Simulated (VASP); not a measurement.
Input of a VASP 6.6.1 run:

Contents of INCAR:

```
SYSTEM = Ge
ALGO     = Normal         ! electronic algorithm
EDIFF    = 1E-6           ! SCF threshold, eV
ENCUT    = 520            ! plane-wave cutoff, eV
GGA      = PE             ! functional
ISIF     = 2              ! what is computed and relaxed
ISMEAR   = 0              ! smearing method
IVDW     = 12             ! dispersion correction
LASPH    = .TRUE.         ! aspherical terms in the spheres
LCHARG   = .FALSE.        ! write CHGCAR
LREAL    = .FALSE.        ! projectors in reciprocal space
LWAVE    = .FALSE.        ! write WAVECAR
NBANDS   = 21             ! bands
NELM     = 60             ! most SCF steps
PREC     = Accurate       ! precision mode
SIGMA    = 0.01           ! smearing width, eV
```

The input KPOINTS:

```
k-points
0
G
  6 6 6
  0 0 0
```

File POSCAR:

```
Ge
1.0
    0.0000000000      2.7513662564      2.7513662564
    2.7513662564      0.0000000000      2.7513662564
    2.7513662564      2.7513662564      0.0000000000
Ge
2
Direct
    0.0000000000      0.0000000000      0.0000000000
    0.2500000000      0.2500000000      0.2500000000
```

Potentials or basis: VASP PAW PBE potentials, release 64 (Ge_d).

The run is started by

```sh
$ cat potpaw_PBE.64/Ge_d/POTCAR > POTCAR
$ mpirun -np 1 vasp_std > vasp.out
```

Q: Estimate the band gap on the k mesh.

A: 0.45 eV, indirect (least direct gap 0.82 eV).

Q: What does it give for the dispersion energy per atom?

A: -0.324 eV.

Q: Estimate the pressure.

A: 8.6 GPa.

A k mesh can miss the band edges.
